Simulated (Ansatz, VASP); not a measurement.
**TiSiTe4 in VASP and in Ansatz**

```
Ti Si Te
1.0
     5.20156    0.00000    0.00000
    -2.60078    4.50468    0.00000
     0.00000    0.00000    7.39525
Ti Si Te
1 1 4
Cartesian
  0.0000 0.0000 6.4896
  0.0000 0.0000 3.9111
  0.0000 3.0031 3.0099
  2.6008 1.5016 3.0099
  0.0000 3.0031 6.6786
  2.6008 1.5016 6.6786
```

Alike in both runs: functional PBE; k mesh 12 × 12 × 6; occupations gaussian, width 0.1 eV; no spin polarisation.

Ansatz relaxed the structure, and its values are those at the end. VASP's run is a single point on that final structure, the one shown.

|  | VASP | Ansatz |
| --- | --- | --- |
| version | VASP 6.6.1 | Ansatz 0.2.0 |
| potentials or method | VASP PAW PBE potentials, release 64 (Ti_sv, Si, Te), cutoff 520 eV | scalar-relativistic, plane waves, PAW |
| valence electrons in the cell | 40 | 80 |

|  | VASP | Ansatz | Ansatz less VASP |
| --- | --- | --- | --- |
| gap on the k mesh at the Fermi level (eV) | none | none | - |
| pressure (GPa) | 0.0 | 0.0 | +0.01 |

A gap of «none» marks a metal or a gap that the smearing closes. The functional is the same, so the differences come from potentials, cutoffs and numerics. VASP's potentials hold 40 valence electrons a cell and Ansatz's 80, so a difference there can come from the potentials and not from the codes.

Spin-orbit coupling is off throughout.
